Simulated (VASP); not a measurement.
Write the native input for VASP 6.6.1 that does the following.

```yaml
Task: single point
Functional: PBE
Potentials_or_basis: VASP PAW PBE potentials, release 64 (Cs_sv, S, I)
Cutoff: 520 eV
k_mesh: 4 × 4 × 4
Occupations: gaussian, width 0.02 eV
Spin: no spin polarisation
Dipole_correction: no
Further_INCAR_settings: ALGO = Normal; EDIFF = 1e-06; NBANDS = 28
```

The structure of Cs3SI lies in POSCAR:

```
Cs3SI
1.0
    6.8186541055      0.0000000000      0.0000000000
    0.0000000000      6.8186541055      0.0000000000
    0.0000000000      0.0000000000      6.8186541055
Cs S I
3 1 1
Direct
    0.5000000000      0.0000000000      0.0000000000
    0.0000000000      0.5000000000      0.0000000000
    0.0000000000      0.0000000000      0.5000000000
    0.0000000000      0.0000000000      0.0000000000
    0.5000000000      0.5000000000      0.5000000000
```

One way to write it, as run:

INCAR

```
ALGO     = Normal         # electronic algorithm
EDIFF    = 1E-6           # SCF threshold, eV
ENCUT    = 520            # plane-wave cutoff, eV
GGA      = PE             # functional
ISIF     = 2              # what is computed and relaxed
ISMEAR   = 0              # smearing method
LASPH    = T              # aspherical terms in the spheres
LCHARG   = T              # write CHGCAR
LELF     = T              # ELF
LREAL    = F              # projectors in reciprocal space
LVHAR    = T            
LWAVE    = F              # write WAVECAR
NBANDS   = 28             # bands
NELM     = 60             # most SCF steps
PREC     = Accurate       # precision mode
SIGMA    = 0.02           # smearing width, eV
```

KPOINTS

```
k-points
0
Gamma
  4 4 4
```

Potentials or basis: VASP PAW PBE potentials, release 64 (Cs_sv, S, I).

Command:

```console
$ cat potpaw_PBE.64/Cs_sv/POTCAR potpaw_PBE.64/S/POTCAR potpaw_PBE.64/I/POTCAR > POTCAR
$ mpirun -np 1 vasp_std > vasp.out
```

It gave:

```yaml
Pressure: -0.4 GPa
Band_gap_on_the_k_mesh: 1.07 eV
```

Caveat: spin-orbit coupling is left out, which moves the levels of the heavy elements.

It took 4.2 min on 1 thread of Intel Xeon 8259CL, on a shared host, peak memory 0.44 GiB.
